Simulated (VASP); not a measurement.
Ti: single point with HSE06

Ti:

```
Ti
1.0
     0.00000    2.05205    2.05205
     2.05205    0.00000    2.05205
     2.05205    2.05205    0.00000
Ti
1
Direct
  0.00000 0.00000 0.00000
```

This isn't the form of Ti at room conditions, which is hcp.

```
Program                            : VASP 6.6.1
Task                               : single point
Functional                         : HSE06
Potentials or basis                : VASP PAW PBE potentials, release 64 (Ti_sv)
Cutoff                             : 520 eV
k mesh                             : 6 × 6 × 6
Occupations                        : fermi-dirac, width 0.05 eV
Spin                               : no spin polarisation
Dipole correction                  : no
Grid for exact exchange (PRECFOCK) : Normal
Further INCAR settings             : ALGO = Normal; EDIFF = 1e-06; NBANDS = 12
Share of exact exchange            : 0.25
Screening parameter                : 0.2079 1/Å
```

```yaml
Pressure: -0.6 GPa
Band_gap_on_the_k_mesh: zero (bands 6 and 7 overlap by 1.47 eV)
```

Levels at points of the mesh, in eV from the Fermi level:
```csv
k point,band 3,band 4,band 5,band 6,band 7,band 8,band 9,band 10
"(0.00, 0.00, 0.00)",-35.79,-35.79,-7.36,1.39,1.39,1.39,3.55,3.55
"(0.50, 0.00, 0.00)",-35.87,-35.87,-3.20,0.23,1.41,1.41,4.47,4.47
"(0.50, 0.50, 0.00)",-36.03,-36.03,-2.97,-2.19,2.99,4.68,4.70,4.70
```

Run time: 9.2 min on 1 thread of Intel(R) Xeon(R) Platinum 8488C (Sapphire Rapids), with other jobs on the host, peak memory 0.25 GiB.

Caveat: the k points lie up to 0.44 Å⁻¹ apart, too coarse for converged energies and pressures of a metal; the PAW data sets were made with another functional, which shifts forces and pressure a little.
